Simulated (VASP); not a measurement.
Write the native input for VASP 6.6.1 that does the following.

| Property | Result |
| --- | --- |
| Task | single point |
| Functional | PBEsol |
| Potentials or basis | VASP PAW PBE potentials, release 64 (Si) |
| Cutoff | 400 eV |
| k mesh | 4 × 5 × 1 |
| Occupations | gaussian, width 0.05 eV |
| Spin | no spin polarisation |
| Dipole correction | yes |
| Further INCAR settings | ALGO = Normal; EDIFF = 1e-06; NBANDS = 36; NELMDL = -8 |

The structure of Si lies in POSCAR:

```
Si
1.0
    7.6832158184      0.0000000000      0.0000000000
    0.0000000000      5.4328540065      0.0000000000
    0.0000000000      0.0000000000     20.6622304524
Si
12
Direct
    0.2500000000      0.0000000000      0.1935899422
    0.7500000000      0.0000000000      0.1935899422
    0.0000000000      0.2500000000      0.1935899422
    0.5000000000      0.2500000000      0.1935899422
    0.0000000000      0.5047391769      0.2835180875
    0.5000000000      0.5047391769      0.2835180875
    0.2500000000      0.7452608231      0.2835180875
    0.7500000000      0.7452608231      0.2835180875
    0.2500000000      0.0100686080      0.3708326877
    0.7500000000      0.0100686080      0.3708326877
    0.0000000000      0.2399313920      0.3708326877
    0.5000000000      0.2399313920      0.3708326877
```

These files were run (other wordings do the same):

INCAR

```
  PREC = Accurate
  ENCUT = 400
  EDIFF = 1E-6
  ISMEAR = 0
  SIGMA = 0.05
  LREAL = F
  LASPH = T
  NELM = 120
  ALGO = Normal
  ISIF = 2
  LWAVE = F
  LCHARG = T
  LDIPOL = T
  IDIPOL = 3
  DIPOL = 0.5 0.5 0.283
  GGA = PS
  LELF = T
  LVHAR = T
  LVACPOTAV = T
  NBANDS = 36
  GGA_COMPAT = F
  NELMDL = -8
```

KPOINTS

```
Automatic mesh
0
Gamma
  4 5 1
```

Potentials or basis: VASP PAW PBE potentials, release 64 (Si).

Run with:

```sh
$ cat potpaw_PBE.64/Si/POTCAR > POTCAR
$ mpirun -np 1 vasp_std > vasp.out
```

Results of the run:

```
Largest force          : 0.625 eV/Å
Band gap on the k mesh : zero (bands 24 and 25 overlap by 0.25 eV)
```

Caveat: the PAW data sets were made with another functional, which shifts forces and pressure a little.

Wall time 12 min on 1 thread of Intel Xeon 8259CL, on a shared host, peak memory 0.58 GiB.
